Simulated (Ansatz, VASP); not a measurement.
BiTe in VASP and in Ansatz

```
CELL_PARAMETERS angstrom
0.00000 3.21329 3.21329
3.21329 0.00000 3.21329
3.21329 3.21329 0.00000
ATOMIC_POSITIONS crystal
Bi 0.00000 0.00000 0.00000
Te 0.50000 0.50000 0.50000
```

Change from the starting cell: volume scaled by 0.98, ions relaxed.

Alike in both runs: functional PBE; k mesh 13 × 13 × 13; occupations fermi-dirac, width 0.05 eV; no spin polarisation.

Ansatz relaxed the structure, and its values are those at the end. VASP's run is a single point on that final structure, the one shown.

|  | VASP | Ansatz |
| --- | --- | --- |
| version | VASP 6.6.1 | Ansatz 0.2.0 |
| potentials or method | VASP PAW PBE potentials, release 64 (Bi_d, Te) | plane-wave PAW, scalar-relativistic |
| plane-wave cutoff (eV) | 520 | 420 |
| valence electrons in the cell | 21 | 31 |

```tsv
	VASP	Ansatz	Ansatz less VASP
pressure (GPa)	1.8	1.8	+0.05
```

With one functional, cell and mesh, what is left measures potentials, basis and numerics. VASP's potentials hold 21 valence electrons a cell and Ansatz's 31, so a difference there can come from the potentials and not from the codes. Ansatz's warnings: stress scf threshold loose.

Spin-orbit coupling is off throughout.
